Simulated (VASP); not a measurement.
As, 1 atom in the cell. It takes space group Fm-3m (No. 225, cubic). Conventional cell: a = 4.420 Å, b = 4.420 Å, c = 4.420 Å, α = 90.00°, β = 90.00°, γ = 90.00°. Within 4.1 Å of As (site symmetry m-3m) lie 12 As at 3.13 Å. This isn't the form of As at room conditions, which is rhombohedral.

```yaml
Program: VASP 6.6.1
Task: relaxation of cell and atoms
Functional: PBEsol
Potentials_or_basis: VASP PAW PBE potentials, release 64 (As)
Cutoff: 500 eV
k_mesh: 9 × 9 × 9
Occupations: fermi-dirac, width 0.1 eV
Spin: no spin polarisation
Target_pressure: 40 GPa
Dipole_correction: no
Further_INCAR_settings: ALGO = Normal; EDIFF = 1e-07; IBRION = 2; EDIFFG = -0.01; NSW = 80; ISIF = 3
```

Potentials or basis: VASP PAW PBE potentials, release 64 (As).

The run is started by

```console
$ cat potpaw_PBE.64/As/POTCAR > POTCAR
$ mpirun -np 1 vasp_std > vasp.out
```

Hardware: 1 thread of AMD EPYC 7R43 64-Core Processor (Zen 3), on a shared host.

Q: Estimate the wall time of this run.

A: Wall time 87 s on 1 thread of AMD EPYC 7R43 64-Core Processor (Zen 3), with other jobs on the host, peak memory 0.12 GiB. Counts: scf iterations 95, k points 35, ion steps 18.
